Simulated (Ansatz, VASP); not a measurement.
**One calculation of Re, two programs**

File INCAR:

```
  ALGO = Fast
  EDIFF = 1E-6
  ENCUT = 520
  GGA = PS
  ISIF = 2
  ISMEAR = 0
  LASPH = T
  LCHARG = F
  LREAL = F
  LWAVE = F
  NBANDS = 14
  NELM = 80
  PREC = Accurate
  SIGMA = 0.15
```

KPOINTS

```
k-points
0
Gamma
  18 18 10
```

POSCAR

```
Re
1.0
    2.7961000000      0.0000000000      0.0000000000
   -1.3980500000      2.4214936315      0.0000000000
    0.0000000000      0.0000000000      4.2656000000
Re
2
Direct
    0.3333333333      0.6666666667      0.2500000000
    0.6666666667      0.3333333333      0.7500000000
```

Input for Ansatz:

```yaml
crystal:
  lattice:
    - [2.7961, 0.0, 0.0]
    - [-1.39805, 2.4214936315, 0.0]
    - [0.0, 0.0, 4.2656]
  atoms:
    - { symbol: Re, position: [0.3333333333, 0.6666666667, 0.25] }
    - { symbol: Re, position: [0.6666666667, 0.3333333333, 0.75] }
basis:
  ecutwfc: 420
kpoints:
  mp_grid: { grid: [18, 18, 10] }
hamiltonian:
  xc: pbesol
scf:
  occupations: { method: gaussian, width: 0.15 }
output:
  forces: true
  stress: true
  eigenvalues: true
  write_density: true
  write_potential: true
  elf: true
  volumetric_format: npy
```

Alike in both runs: task single point; functional PBEsol; k mesh 18 × 18 × 10; occupations gaussian, width 0.15 eV; no spin polarisation.

|  | VASP | Ansatz |
| --- | --- | --- |
| version | VASP 6.6.1 | Ansatz 0.2.0 |
| potentials or method | VASP PAW PBE potentials, release 64 (Re), cutoff 520 eV | scalar-relativistic, plane waves, PAW |
| valence electrons in the cell | 14 | 30 |

|  | VASP | Ansatz | Ansatz less VASP |
| --- | --- | --- | --- |
| gap on the k mesh at the Fermi level (eV) | none | none | - |
| pressure (GPa) | 4.7 | 4.5 | -0.15 |
| traceless stress, the component that is largest in VASP (GPa) | 16.51 | 16.72 | +0.216 |

VASP's potentials were made for PBE, not for PBEsol. A gap of «none» marks a metal or a gap that the smearing closes. VASP's potentials hold 14 valence electrons a cell and Ansatz's 30, so a difference there can come from the potentials and not from the codes.

Neither program's run includes spin-orbit coupling.
